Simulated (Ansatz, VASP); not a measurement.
## Ta: VASP beside Ansatz

```
Ta
1.0
     3.04391   -0.18182   -0.02247
    -1.67941    2.49881   -0.11582
    -0.03990   -0.26053    5.21973
Ta
2
Cartesian
  1.4146 0.9228 3.8388
  -0.0900 1.1337 1.2426
```

Change from the starting cell: all atoms moved at random, sigma 0.4 Å a component, cell strained at random, sigma 0.06; relaxed back.

Alike in both runs: functional PBEsol; k mesh 12 × 12 × 8; occupations gaussian, width 0.15 eV; no spin polarisation.

Ansatz relaxed the structure, and its values are those at the end. VASP's run is a single point on that final structure, the one shown.

```csv
,VASP,Ansatz
version,VASP 6.6.1,Ansatz 0.2.0
potentials or method,"VASP PAW PBE potentials, release 64 (Ta_pv), cutoff 520 eV","scalar-relativistic, plane waves, PAW"
valence electrons in the cell,22,26
```

```csv
,VASP,Ansatz,Ansatz less VASP
gap on the k mesh at the Fermi level (eV),none,none,-
pressure (GPa),-9.3,-9.4,-0.11
rms of the force components (eV/Å),0.005,0.005,0.0000
```

VASP's potentials were made for PBE, not for PBEsol. A gap of «none» marks a metal or a gap that the smearing closes. With one functional, cell and mesh, what is left measures potentials, basis and numerics. VASP's potentials hold 22 valence electrons a cell and Ansatz's 26, so a difference there can come from the potentials and not from the codes. Ansatz's warnings: stress scf threshold loose.

Neither program's run includes spin-orbit coupling.
